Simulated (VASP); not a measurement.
# Cd2Au (P4_2/mnm) in VASP: notebook, part 2 of 2

VASP 6.6.1. The steps go on from the part before.

## 3. Relaxation of cell and atoms, PBE

This run uses another cell than the first one, of 23.43 Å³/atom.

File INCAR:

```
SYSTEM = Cd2Au
  PREC = Accurate
  ENCUT = 600
  EDIFF = 1E-6
  ISMEAR = 0
  SIGMA = 0.1
  LREAL = .FALSE.
  LASPH = .TRUE.
  NELM = 80
  ALGO = Fast
  ISIF = 3
  LWAVE = .FALSE.
  LCHARG = .FALSE.
  GGA = PE
  IBRION = 2
  NSW = 90
  EDIFFG = -0.04
```

File KPOINTS:

```
regular mesh
0
G
  4 4 4
  0 0 0
```

File POSCAR:

```
Cd2Au
1.0
    6.0211384273      0.0000000000      0.0000000000
    0.0000000000      6.0211384273      0.0000000000
    0.0000000000      0.0000000000      3.8782212900
Cd Au
4 2
Direct
    0.3060000000      0.3060000000      0.0000000000
    0.1940000000      0.8060000000      0.5000000000
    0.6940000000      0.6940000000      0.0000000000
    0.8060000000      0.1940000000      0.5000000000
    0.0000000000      0.0000000000      0.0000000000
    0.5000000000      0.5000000000      0.5000000000
```

Potentials or basis: VASP PAW PBE potentials, release 64 (Cd, Au).

The run is started by

```bash
$ cat potpaw_PBE.64/Cd/POTCAR potpaw_PBE.64/Au/POTCAR > POTCAR
$ mpirun -np 1 vasp_std > vasp.out
```

OUTCAR:

```text
SYSTEM = Cd2Au
   PREC = Accurate
   ENCUT = 600
   EDIFF = 1E-6
   ISMEAR = 0
   LREAL = .FALSE.
   LASPH = .TRUE.
   NELM = 80
   ISIF = 3
   GGA = PE
   IBRION = 2
   NSW = 90
   EDIFFG = -0.04

 ion  position               nearest neighbor table
   1  0.306  0.306  0.000-   6 2.55   6 2.55   5 2.61   3 3.30   4 3.64   2 3.64   4 3.64   2 3.64
                             2 3.64   2 3.64   4 3.64   4 3.64
   2  0.194  0.806  0.500-   5 2.55   5 2.55   6 2.61   4 3.30   1 3.64   1 3.64   3 3.64   3 3.64
                             1 3.64   1 3.64   3 3.64   3 3.64
   3  0.694  0.694  0.000-   6 2.55   6 2.55   5 2.61   1 3.30   4 3.64   2 3.64   4 3.64   2 3.64
                             4 3.64   4 3.64   2 3.64   2 3.64
   4  0.806  0.194  0.500-   5 2.55   5 2.55   6 2.61   2 3.30   3 3.64   1 3.64   3 3.64   1 3.64
                             3 3.64   3 3.64   1 3.64   1 3.64
   5  0.000  0.000  0.000-   2 2.55   4 2.55   2 2.55   4 2.55   3 2.61   1 2.61
   6  0.500  0.500  0.500-   1 2.55   3 2.55   1 2.55   3 2.55   2 2.61   4 2.61

  LATTYP: Found a simple tetragonal cell.
 ALAT       =     6.0211384273
 C/A-ratio  =     0.6441010013

  Lattice vectors:

 A1 = (   6.0211384273,   0.0000000000,   0.0000000000)
 A2 = (   0.0000000000,   6.0211384273,   0.0000000000)
 A3 = (   0.0000000000,   0.0000000000,   3.8782212900)

Analysis of symmetry for initial positions (statically):
=====================================================================
 Subroutine PRICEL returns:
 Original cell was already a primitive cell.

 Routine SETGRP: Setting up the symmetry group for a
 simple tetragonal supercell.

 Subroutine GETGRP returns: Found 16 space group operations
 (whereof  8 operations were pure point group operations)
 out of a pool of 16 trial point group operations.

The static configuration has the point symmetry D_2h.
 The point group associated with its full space group is D_4h.

Analysis of symmetry for dynamics (positions and initial velocities):
=====================================================================
 Subroutine PRICEL returns:
 Original cell was already a primitive cell.

 Routine SETGRP: Setting up the symmetry group for a
 simple tetragonal supercell.

 Subroutine GETGRP returns: Found 16 space group operations
 (whereof  8 operations were pure point group operations)
 out of a pool of 16 trial point group operations.

The dynamic configuration has the point symmetry D_2h.
 The point group associated with its full space group is D_4h.

 Subroutine INISYM returns: Found 16 space group operations
 (whereof  8 operations are pure point group operations),
 and found     1 'primitive' translations

----------------------------------------------------------------------------------------

                                     Primitive cell

  volume of cell :     140.6015

  direct lattice vectors                    reciprocal lattice vectors
     6.021138427  0.000000000  0.000000000     0.166081550  0.000000000  0.000000000
     0.000000000  6.021138427  0.000000000     0.000000000  0.166081550  0.000000000
     0.000000000  0.000000000  3.878221290     0.000000000  0.000000000  0.257850165

  length of vectors
     6.021138427  6.021138427  3.878221290     0.166081550  0.166081550  0.257850165

  position of ions in fractional coordinates (direct lattice)
     0.306000000  0.306000000  0.000000000
     0.194000000  0.806000000  0.500000000
     0.694000000  0.694000000  0.000000000
     0.806000000  0.194000000  0.500000000
     0.000000000  0.000000000  0.000000000
     0.500000000  0.500000000  0.500000000

  ion indices of the primitive-cell ions
   primitive index   ion index
                 1           1
                 2           2
                 3           3
                 4           4
                 5           5
                 6           6

[... 44 lines left out ...]
  0.500000  0.250000  0.500000      4.000000
  0.500000  0.500000  0.500000      1.000000
   k-points           NKPTS =     18   k-points in BZ     NKDIM =     18   number of bands    NBANDS=     42
   number of dos      NEDOS =    301   number of ions     NIONS =      6
   total plane-waves  NPLWV =  73728
   dimension x,y,z NGX =    48 NGY =   48 NGZ =   32
   dimension x,y,z NGXF=    96 NGYF=   96 NGZF=   64
   ions per type =               4   2
   NGX,Y,Z   is equivalent  to a cutoff of  13.25, 13.25, 13.72 a.u.
   NGXF,Y,Z  is equivalent  to a cutoff of  26.51, 26.51, 27.43 a.u.
 SYSTEM =  Cd2Au
   PREC   = accura    normal or accurate (medium, high low for compatibility)
   ISTART =      0    job   : 0-new  1-cont  2-samecut
   ICHARG =      2    charge: 1-file 2-atom 10-const
   ISPIN  =      1    spin polarized calculation?
   LNONCOLLINEAR =      F non collinear calculations
   LSORBIT =      F    spin-orbit coupling
   LASPH  =      T    aspherical Exc in radial PAW
   ENCUT  =  600.0 eV  44.10 Ry    6.64 a.u.  12.03 12.03  7.75*2*pi/ulx,y,z
   NELM   =     80;   NELMIN=  2; NELMDL= -5     # of ELM steps
   EDIFF  = 0.1E-05   stopping-criterion for ELM
   LREAL  =      F    real-space projection
   EDIFFG = -.4E-01   stopping-criterion for IOM
   NSW    =     90    number of steps for IOM
   IBRION =      2    ionic relax: 0-MD 1-quasi-New 2-CG
   NFREE  =      1    steps in history (QN), initial steepest desc. (CG)
   ISIF   =      3    stress and relaxation
   ISYM   =      2    0-nonsym 1-usesym 2-fastsym
   POTIM  = 0.5000    time-step for ionic-motion
   TEBEG  =    0.0;   TEEND  =   0.0 temperature during run
   PSTRESS=    0.0 pullay stress
   NELECT =      70.0000    total number of electrons
   NUPDOWN=      -1.0000    fix difference up-down
   EMIN   =  10.00;   EMAX   =-10.00  energy-range for DOS
   EFERMI =   0.00;   METHOD = LEGACY
   ISMEAR =     0;   SIGMA  =   0.10  broadening in eV -4-tet -1-fermi 0-gaus
   EFERMI_NEDOS =   21; number of points for ismear=-14 and -15
   IALGO  =     68    algorithm
   IMIX   =      4    mixing-type and parameters
     AMIX     =   0.40;   BMIX     =  1.00
     AMIX_MAG =   1.60;   BMIX_MAG =  1.00
  volume/ion in A,a.u.               =      23.43       158.14
  Fermi-wavevector in a.u.,A,eV,Ry     =   1.297511  2.451939 22.905867  1.683534
  Thomas-Fermi vector in A             =   2.428898
   LORBIT       =      0    0 simple, 1 ext, 2 COOP (PROOUT), +10 PAW based schemes
   GGA     = PE    functional components
   LHFCALC =     F    Hartree Fock is set to
   AEXX    =    0.0000 exact exchange contribution
   IVDW    =     0    specifies the selected vdW correction
   LEPSILON=     F    determine dielectric tensor
   LRPA    =     F    only Hartree local field effects (RPA)
 conjugate gradient relaxation of ions
 non-spin polarized calculation
 RMM-DIIS sequential band-by-band and
 Gauss-broadening in eV      SIGMA  =   0.10
  energy-cutoff  :      600.00
  volume of cell :      140.60
 maximum number of plane-waves:      4716
   NGX = 25   NGY = 25   NGZ = 15

--------------------------------------- Ionic step        1  -------------------------------------------

 number of electron      69.9999992 magnetization

 Free energy of the ion-electron system (eV)
  ---------------------------------------------------
  ext. energy  EPLUGINS =         0.00000000
  ---------------------------------------------------
  free energy    TOTEN  =        -7.62583965 eV

  energy without entropy =       -7.61810790  energy(sigma->0) =       -7.62197378

 E-fermi :   3.5760     XC(G=0): -10.4130

 val. band max:        3.4989053201   @ k =   0.5000   0.2500   0.5000
 cond. band min:       3.6317574565   @ k =   0.2500   0.0000   0.0000
 fundamental gap:      0.1328521364
 Fermi energy:         3.5759909171

 k-point     1 :       0.0000    0.0000    0.0000
  band No.  band energies     occupation
      1      -6.2963      2.00000
      2      -6.0954      2.00000
      3      -5.9210      2.00000
      4      -5.9210      2.00000
      5      -5.6709      2.00000
      6      -5.5569      2.00000
[... 912 lines left out ...]
  FREE ENERGIE OF THE ION-ELECTRON SYSTEM (eV)
  ---------------------------------------------------
  free  energy   TOTEN  =        -9.1821542103 eV

  energy  without entropy=       -9.1592771895  energy(sigma->0) =       -9.17071570

[... ionic steps 4 to 25 ...]

--------------------------------------- Ionic step       26  -------------------------------------------

 number of electron      70.0000056 magnetization

------------------------ aborting loop because EDIFF is reached ----------------------------------------
[... 75 lines left out ...]
--------------------------------------- Ionic step       28  -------------------------------------------

 number of electron      70.0000062 magnetization

 Free energy of the ion-electron system (eV)
  ---------------------------------------------------
  ext. energy  EPLUGINS =         0.00000000
  ---------------------------------------------------
  free energy    TOTEN  =        -9.41662521 eV

  energy without entropy =       -9.39985944  energy(sigma->0) =       -9.40824233

 E-fermi :   2.2143     XC(G=0):  -9.5015

 val. band max:        2.2135398074   @ k =   0.2500   0.2500   0.2500
 cond. band min:       2.2863988465   @ k =   0.2500   0.0000   0.5000
 fundamental gap:      0.0728590392
 Fermi energy:         2.2143009658

 k-point     1 :       0.0000    0.0000    0.0000
  band No.  band energies     occupation
      1      -6.9539      2.00000
      2      -6.8924      2.00000
      3      -6.6160      2.00000
      4      -6.5053      2.00000
      5      -6.4543      2.00000
      6      -6.4543      2.00000
[... 832 lines left out ...]
  FREE ENERGIE OF THE ION-ELECTRON SYSTEM (eV)
  ---------------------------------------------------
  free  energy   TOTEN  =        -9.4166252110 eV

  energy  without entropy=       -9.3998594438  energy(sigma->0) =       -9.40824233

 reached required accuracy - stopping structural energy minimisation
```

Wall time 16 min (1 thread of Intel Xeon 6975P-C (Granite Rapids), shared host); peak memory 0.39 GiB.

What came out:

* Free energy: -9.4166 eV
* Relaxed volume: 28.14 Å³/atom
* Relaxed cell: a = 5.944 Å, b = 5.944 Å, c = 4.780 Å, α = 90.00°, β = 90.00°, γ = 90.00°
* Space group after relaxing (to 0.1 Å): P4_2/mnm (No. 136)
* Energy gained by relaxing: 298.5 meV/atom
* Ionic steps: 28
* Pressure after relaxing: 0.1 GPa
* Largest force after relaxing: 0.010 eV/Å
* Band gap on the k mesh: zero (bands 35 and 36 overlap by 3.41 eV)

Forces on the atoms (eV/Å):
```
Cd  -0.007 -0.007  0.000
Cd   0.007 -0.007  0.000
Cd   0.007  0.007  0.000
Cd  -0.007  0.007  0.000
Au   0.000  0.000  0.000
Au   0.000  0.000  0.000
```

The path:
```tsv
step	energy change (eV)	largest force (eV/Å)	pressure (GPa)	volume (Å³)
1	0.0000	1.3131	16.84	140.60
2	-1.2920	0.1547	-3.38	196.75
3	-1.5563	0.0308	0.25	174.35
4	-1.5578	0.0029	-0.19	176.21
5	-1.5578	0.0142	0.00	175.44
6	-1.5616	0.0362	0.05	175.10
7	-1.5656	0.1460	0.16	174.33
8	-1.5688	0.1520	0.09	174.57
9	-1.5780	0.1802	-0.16	175.25
10	-1.6133	0.2530	-0.70	176.55
11	-1.6801	0.2832	-1.62	178.85
12	-1.6872	0.2870	-1.91	179.61
13	-1.6863	0.2874	-1.82	179.40
14	-1.6871	0.2847	-1.83	179.40
15	-1.6891	0.2853	-1.86	179.41
16	-1.6923	0.2865	-1.91	179.43
17	-1.6946	0.2832	-2.00	179.44
18	-1.6994	0.2804	-1.94	179.12
19	-1.7131	0.2703	-1.78	178.17
20	-1.7371	0.2505	-1.49	176.29
21	-1.7711	0.2044	-0.76	172.55
22	-1.7771	0.0588	0.90	165.20
23	-1.7851	0.1351	0.15	168.37
24	-1.7851	0.1291	0.19	168.15
25	-1.7872	0.1013	0.18	168.29
26	-1.7901	0.0380	0.13	168.60
27	-1.7893	0.0815	0.05	169.20
28	-1.7908	0.0097	0.08	168.84
```

Final structure:
```yaml
crystal:
  lattice:
    - [5.94354, 0.00000, 0.00000]
    - [0.00000, 5.94354, 0.00000]
    - [0.00000, 0.00000, 4.77961]
  atoms:
    - { symbol: Cd, position: [0.32215, 0.32215, 0.00000] }
    - { symbol: Cd, position: [0.17785, 0.82215, 0.50000] }
    - { symbol: Cd, position: [0.67785, 0.67785, 0.00000] }
    - { symbol: Cd, position: [0.82215, 0.17785, 0.50000] }
    - { symbol: Au, position: [0.00000, 0.00000, 0.00000] }
    - { symbol: Au, position: [0.50000, 0.50000, 0.50000] }
```

Caveat: the k points lie up to 0.33 Å⁻¹ apart in the final cell, too coarse for converged energies and pressures of a metal; the volume moved by over 15 % at a fixed basis, so the end points are rough; spin-orbit coupling is left out, which moves the levels of the heavy elements.

## 4. Single point, PBE

This run uses another cell than the first one, of 26.50 Å³/atom.

File INCAR:

```
SYSTEM = Cd2Au
PREC = Accurate ; ENCUT = 520
EDIFF = 1E-6 ; ISMEAR = 0
SIGMA = 0.1 ; LREAL = .False.
LASPH = .True. ; NELM = 100
ALGO = Fast ; ISIF = 2
LWAVE = .False. ; LCHARG = .True.
GGA = PE ; LELF = .True.
LVHAR = .True. ; NBANDS = 44
```

File KPOINTS:

```
Automatic mesh
0
Gamma
  6 6 12
  0 0 0
```

File POSCAR:

```
Cd2Au
1.0
    7.2947747109      0.0000000000      0.0000000000
    0.0000000000      7.2947747109      0.0000000000
    0.0000000000      0.0000000000      2.9879411157
Cd Au
4 2
Direct
    0.2671196664      0.2671196664      0.0000000000
    0.2328803336      0.7671196664      0.5000000000
    0.7328803336      0.7328803336      0.0000000000
    0.7671196664      0.2328803336      0.5000000000
    0.0000000000      0.0000000000      0.0000000000
    0.5000000000      0.5000000000      0.5000000000
```

The run is started by

```bash
$ cat potpaw_PBE.64/Cd/POTCAR potpaw_PBE.64/Au/POTCAR > POTCAR
$ mpirun -np 1 vasp_std > vasp.out
```

It took 3.3 min on 1 thread of Intel Xeon 6975P-C (Granite Rapids), shared host; peak memory 0.51 GiB.

It converged, with:

- Free energy: -9.4970 eV
- Pressure: 0.3 GPa
- Largest force: 0.004 eV/Å
- Band gap on the k mesh: zero (bands 35 and 36 overlap by 4.93 eV)

Forces on the atoms (eV/Å):
```
Cd  -0.003 -0.003  0.000
Cd   0.003 -0.003  0.000
Cd   0.003  0.003  0.000
Cd  -0.003  0.003  0.000
Au   0.000  0.000  0.000
Au   0.000  0.000  0.000
```

Levels at points of the mesh, in eV from the Fermi level:
```
           k point  band 32  band 33  band 34  band 35  band 36  band 37  band 38  band 39
(0.00, 0.00, 0.00)    -3.55    -3.35    -3.35    -0.83    -0.83    -0.48     0.16     1.57
(0.50, 0.00, 0.00)    -3.41    -3.02    -3.02    -2.51    -2.51     1.32     1.32     3.53
(0.50, 0.50, 0.00)    -3.55    -3.35    -3.35     0.20     0.20     1.35     1.35     2.33
(0.00, 0.00, 0.50)    -1.51     0.41     0.41     0.42     0.42     0.67     0.67     3.24
(0.50, 0.00, 0.50)    -1.57    -0.59    -0.59     0.62     0.62     1.86     1.86     2.57
(0.50, 0.50, 0.50)    -1.02    -0.47    -0.47    -0.07    -0.07     0.33     0.33     4.27
```

Caveat: spin-orbit coupling is left out, which moves the levels of the heavy elements.

## 5. Summary

| task | cell | k mesh | cutoff (eV) | gap on the mesh (eV) | pressure (GPa) | largest force (eV/Å) |
| --- | --- | --- | --- | --- | --- | --- |
| single point | a = 7.011, b = 7.011, c = 3.332 Å, 6 atoms, atomic positions A | 4 × 4 × 4 | 520 | none | 0.6 | 0.01 |
| relaxation of cell and atoms | relaxed from a = 6.021, b = 6.021, c = 3.878 Å, 6 atoms, atomic positions B | 4 × 4 × 4 | 600 | none | 0.1 | 0.01 |
| single point | a = 7.295, b = 7.295, c = 2.988 Å, 6 atoms, atomic positions C | 6 × 6 × 12 | 520 | none | 0.3 | - |

Alike in all rows: level PBE; potentials or basis VASP PAW PBE potentials, release 64 (Cd, Au); no spin polarisation; smearing gaussian 0.1 eV.

Caveats: some runs use coarse meshes; spin-orbit coupling is left out, which moves the levels of the heavy elements; the volume moved by over 15 % at a fixed basis, so the end points are rough (at least some runs).

Total energies depend on the potentials used, so only differences within one code and one set of settings carry meaning.

The gap in the log of VASP goes by the Fermi energy; the results here count the filled bands.